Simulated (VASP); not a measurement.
Input of a VASP 6.6.1 run:

Contents of POSCAR:

```
LiH
1.0
    0.0000000000      1.9271272157      1.9984726907
    1.9271272157      0.0000000000      1.9984726907
    1.9271272157      1.9271272157      0.0000000000
Li H
1 1
Direct
    0.0000000000      0.0000000000      0.0000000000
    0.5000000000      0.5000000000      0.5000000000
```

File INCAR.step1:

```
ALGO = Normal
EDIFF = 1E-5
ENCUT = 520
GGA = PE
ISIF = 2
ISMEAR = 0
LASPH = True
LCHARG = False
LREAL = False
LWAVE = True
NBANDS = 9
NELM = 60
PREC = Accurate
SIGMA = 0.01
```

File INCAR.step2:

```
ALGO = Normal
EDIFF = 1E-6
ENCUT = 520
GGA = PE
HFSCREEN = 0.2079
ISIF = 2
ISMEAR = 0
ISTART = 1
LASPH = True
LCHARG = False
LHFCALC = True
LREAL = False
LWAVE = False
NBANDS = 9
NELM = 60
PREC = Accurate
PRECFOCK = Normal
SIGMA = 0.01
```

Contents of KPOINTS:

```
k-points
0
Gamma
  8 8 8
```

Potentials or basis: VASP PAW PBE potentials, release 64 (Li_sv, H).

Launch:

```bash
$ cat potpaw_PBE.64/Li_sv/POTCAR potpaw_PBE.64/H/POTCAR > POTCAR
$ cp INCAR.step1 INCAR
$ mpirun -np 1 vasp_std > vasp.out
$ cp INCAR.step2 INCAR
$ mpirun -np 1 vasp_std > vasp.out
```

(1) What does it give for the band gap on the k mesh?

Results:

(1) 3.46 eV, indirect (least direct gap 3.78 eV).

Caveat: the cell differs from its parent crystal (biaxial xy strain -3.6%).
